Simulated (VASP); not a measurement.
MgO2, 3 atoms in the cell. It takes space group R-3m (No. 166, trigonal). The conventional cell has a = 3.210 Å, b = 3.210 Å, c = 10.482 Å, α = 90.00°, β = 90.00°, γ = 120.00°. Mg (site symmetry -3m) has 6 O at 2.19 Å within 2.9 Å. Within 1.5 Å of O (site symmetry 3m) lie 1 O at 1.14 Å.  This cell differs from its parent crystal: mode 9 (885.4 1/cm) frozen in, largest displacement +0.175 Å.

```yaml
Program: VASP 6.6.1
Task: single point
Functional: PBEsol
Potentials_or_basis: VASP PAW PBE potentials, release 64 (Mg, O)
Cutoff: 520 eV
k_mesh: 12 × 12 × 12
Occupations: gaussian, width 0.05 eV
Spin: no spin polarisation
Dipole_correction: no
Further_INCAR_settings: ALGO = Normal; EDIFF = 1e-06; NBANDS = 14
```

Potentials or basis: VASP PAW PBE potentials, release 64 (Mg, O).

Command:

```sh
$ cat potpaw_PBE.64/Mg/POTCAR potpaw_PBE.64/O/POTCAR > POTCAR
$ mpirun -np 1 vasp_std > vasp.out
```

Hardware: 1 thread of Intel Xeon 6975P-C (shared host).

Q: How long does it take, and how much memory?

A: It took 66 s on 1 thread of Intel Xeon 6975P-C, on a shared host, peak memory 0.23 GiB. Counts: scf iterations 13, k points 189.
